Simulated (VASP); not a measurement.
A run of VASP 6.6.1:

INCAR

```
SYSTEM = Ge
ALGO = Normal ; EDIFF = 1E-7
ENCUT = 520 ; ISIF = 2
ISMEAR = -1 ; LASPH = .TRUE.
LCHARG = .FALSE. ; LREAL = .FALSE.
LWAVE = .FALSE. ; NBANDS = 21
NELM = 80 ; PREC = Accurate
SIGMA = 0.05
```

File KPOINTS:

```
k-points
0
G
  11 11 11
  0 0 0
```

The input POSCAR:

```
Ge
1.0
   -2.4449470096      2.5967485709      1.4076133202
    2.4449470096     -2.5967485709      1.4076133202
    2.4449470096      2.5967485709     -1.4076133202
Ge
2
Direct
    0.3140570000      0.0640570000      0.2500000000
    0.6859430000      0.9359430000      0.7500000000
```

Potentials or basis: VASP PAW LDA potentials, release 64 (Ge_d).

Command:

```console
$ cat potpaw_LDA.64/Ge_d/POTCAR > POTCAR
$ mpirun -np 1 vasp_std > vasp.out
```

Hardware: 1 thread of Intel(R) Xeon(R) 6975P-C (Granite Rapids), on a shared host.

Question: Estimate the wall time of this run.

Answer: Run time: 2.9 min on 1 thread of Intel(R) Xeon(R) 6975P-C (Granite Rapids), on a shared host, peak memory 0.24 GiB. Counts: scf iterations 11, k points 216.
